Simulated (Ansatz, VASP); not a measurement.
TiO2: VASP beside Ansatz

```xyz
9
Lattice="5.9453 0.3893 -0.0352 -2.6355 4.7968 -0.4202 -0.0383 -0.5508 6.1392" Properties=species:S:1:pos:R:3 pbc="T T T"
Ti    2.8546    0.0526    1.9933
Ti   -1.2445    1.9039    3.9134
Ti    1.8602    2.7784   -0.3230
O     1.6969    1.3491    1.1583
O     3.8670    0.6988    3.2577
O     3.4463    2.5573    5.1180
O     0.4762    1.6114    4.5440
O    -1.0102    3.3505    2.5243
O     1.1393    4.2392    0.5489
```

Change from the starting cell: all atoms moved at random (sigma 0.06 Å a component), cell strained at random (sigma 0.05).

Alike in both runs: task single point; functional r2SCAN; k mesh 6 × 6 × 4; occupations gaussian, width 0.05 eV; no spin polarisation.

|  | VASP | Ansatz |
| --- | --- | --- |
| version | VASP 6.6.1 | Ansatz 0.2.0 |
| potentials or method | VASP PAW PBE potentials, release 64 (Ti_sv, O), cutoff 520 eV | scalar-relativistic, plane waves, PAW |
| valence electrons in the cell | 72 | 72 |

```csv
,VASP,Ansatz,Ansatz less VASP
gap on the k mesh at the Fermi level (eV),2.37,2.36,-0.012
least direct gap on the mesh (eV),2.40,2.39,-0.012
pressure (GPa),-2.5,-3.5,-1.01
"traceless stress, the component that is largest in VASP (GPa)",16.30,15.72,-0.576
rms of the force components (eV/Å),4.720,4.398,-0.3222
```

VASP's potentials were made for PBE, not for r2SCAN. Atom by atom the forces differ by 0.346 eV/Å (rms over components).
